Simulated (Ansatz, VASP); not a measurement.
**One calculation of BP, two programs**

INCAR

```
SYSTEM = BP
  PREC = Accurate
  ENCUT = 520
  EDIFF = 1E-7
  ISMEAR = 0
  SIGMA = 0.05
  LREAL = .FALSE.
  LASPH = .TRUE.
  NELM = 60
  ALGO = Normal
  ISIF = 2
  LWAVE = .FALSE.
  LCHARG = .FALSE.
  GGA = PE
  NBANDS = 11
```

KPOINTS

```
regular mesh
0
G
  10 10 10
  0 0 0
```

File POSCAR:

```
BP
1.0
    0.0000000000      2.2576550000      2.2690000000
    2.2576550000      0.0000000000      2.2690000000
    2.2576550000      2.2576550000      0.0000000000
B P
1 1
Direct
    0.0000000000      0.0000000000      0.0000000000
    0.7500000000      0.7500000000      0.7500000000
```

Input for Ansatz:

```yaml
crystal:
  lattice:
    - [0.0, 2.257655, 2.269]
    - [2.257655, 0.0, 2.269]
    - [2.257655, 2.257655, 0.0]
  atoms:
    - { symbol: B, position: [0.0, 0.0, 0.0] }
    - { symbol: P, position: [0.75, 0.75, 0.75] }
basis:
  ecutwfc: 420
kpoints:
  mp_grid: { grid: [10, 10, 10] }
hamiltonian:
  xc: pbe
scf:
  occupations: { method: gaussian, width: 0.05 }
output:
  forces: true
  stress: true
  eigenvalues: true
```

Change from the starting cell: strain -0.0050 x Voigt [1, 1, 0, 0, 0, 0], atoms carried along.

Alike in both runs: task single point; functional PBE; k mesh 10 × 10 × 10; occupations gaussian, width 0.05 eV; no spin polarisation.

```csv
,VASP,Ansatz
version,VASP 6.6.1,Ansatz 0.2.0
potentials or method,"VASP PAW PBE potentials, release 64 (B, P), cutoff 520 eV","scalar-relativistic, plane waves, PAW"
valence electrons in the cell,8,8
```

```tsv
	VASP	Ansatz	Ansatz less VASP
gap on the k mesh at the Fermi level (eV)	1.19	1.19	+0.004
least direct gap on the mesh (eV)	3.39	3.39	+0.003
pressure (GPa)	2.6	2.8	+0.24
traceless stress, the component that is largest in VASP (GPa)	-0.91	-0.91	+0.002
```
